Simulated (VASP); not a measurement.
Input of a VASP 6.6.1 run:

File POSCAR:

```
CdS
1.0
    0.0000000000      2.9098226946      2.9098226946
    2.9098226946      0.0000000000      2.9098226946
    2.9098226946      2.9098226946      0.0000000000
Cd S
1 1
Direct
    0.0000000000      0.0000000000      0.0000000000
    0.2500000000      0.2500000000      0.2500000000
```

Contents of INCAR.step1:

```
SYSTEM = CdS
ALGO = Normal
EDIFF = 1E-4
ENCUT = 520
GGA = PE
GGA_COMPAT = .False.
ISMEAR = -1
LASPH = .True.
LCHARG = .False.
LREAL = .False.
LSORBIT = .True.
LWAVE = .True.
MAGMOM = 0 0 0 0 0 0
NBANDS = 30
NELM = 150
PREC = Accurate
SIGMA = 0.02
```

Contents of INCAR.step2:

```
SYSTEM = CdS
ALGO = Normal
EDIFF = 1E-6
ENCUT = 520
GGA_COMPAT = .False.
ISIF = 2
ISMEAR = -1
ISTART = 1
LASPH = .True.
LCHARG = .True.
LMIXTAU = .True.
LORBIT = 11
LORBMOM = .True.
LREAL = .False.
LSORBIT = .True.
LVHAR = .True.
LWAVE = .False.
MAGMOM = 0 0 0 0 0 0
METAGGA = R2SCAN
NBANDS = 30
NELM = 150
PREC = Accurate
SIGMA = 0.02
```

Contents of KPOINTS:

```
k-points
0
Gamma
  8 8 8
  0 0 0
```

Potentials or basis: VASP PAW PBE potentials, release 64 (Cd, S).

Run with:

```console
$ cat potpaw_PBE.64/Cd/POTCAR potpaw_PBE.64/S/POTCAR > POTCAR
$ cp INCAR.step1 INCAR
$ mpirun -np 1 vasp_ncl > vasp.out
$ cp INCAR.step2 INCAR
$ mpirun -np 1 vasp_ncl > vasp.out
```

(1) Estimate the net moment.

(2) What does it give for the pressure?

Answers

(1) 0.00 μB per cell.

(2) 2.2 GPa.

Caveat: the cell differs from its parent crystal (strain -1.0%); the PAW data sets were made with another functional, which shifts forces and pressure a little.
